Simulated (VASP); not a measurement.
Input of a VASP 6.6.1 run:

INCAR

```
ALGO     = Normal         # electronic algorithm
EDIFF    = 1E-6           # SCF threshold, eV
ENCUT    = 520            # plane-wave cutoff, eV
GGA      = PE             # functional
ISIF     = 2              # what is computed and relaxed
ISMEAR   = 0              # smearing method
LASPH    = True           # aspherical terms in the spheres
LCHARG   = False          # write CHGCAR
LREAL    = Auto         
LWAVE    = False          # write WAVECAR
NBANDS   = 53             # bands
NELM     = 60             # most SCF steps
PREC     = Accurate       # precision mode
SIGMA    = 0.05           # smearing width, eV
```

The input KPOINTS:

```
k-points
0
Gamma
  2 2 2
```

File POSCAR:

```
Si16Ge
1.0
    0.0000000000      5.4300000000      5.4300000000
    5.4300000000      0.0000000000      5.4300000000
    5.4300000000      5.4300000000      0.0000000000
Si Ge
16 1
Direct
    0.0014495396      0.0080110497     -0.0130314917
    0.1162918969      0.1540900552      0.1161753223
    0.0022981584      0.0077972376      0.5077416206
    0.1491711786      0.1185857274      0.6186430018
   -0.0442141805      0.5167528545      0.0166460405
    0.1159650092      0.6178847145      0.1176578269
    0.0016528545      0.4869294659      0.5079152855
    0.1164983425      0.6161639042      0.6541648250
    0.4961344383      0.0142657459     -0.0023987109
    0.6307468692      0.1270881215      0.1213008287
    0.5219660221     -0.0053081952      0.4947391344
    0.6315585635      0.1265244936      0.6266068140
    0.4961293738      0.4983209024     -0.0017472376
    0.5898529466      0.6390616022      0.1391279006
    0.4963786372      0.4974983425      0.5142779006
    0.6309592081      0.6212632597      0.6270398711
    0.1947323204      0.7705137201      0.2705343462
```

Potentials or basis: VASP PAW PBE potentials, release 64 (Si, Ge_d).

The run is started by

```bash
$ cat potpaw_PBE.64/Si/POTCAR potpaw_PBE.64/Ge_d/POTCAR > POTCAR
$ mpirun -np 1 vasp_std > vasp.out
```

(1) What does it give for the band gap on the k mesh?

(2) Predict the largest force.

(3) Estimate the pressure.

Results:

(1) zero (bands 39 and 40 overlap by 0.21 eV).

(2) 0.347 eV/Å.

(3) 6.4 GPa.

Caveat: the k points lie up to 0.50 Å⁻¹ apart.
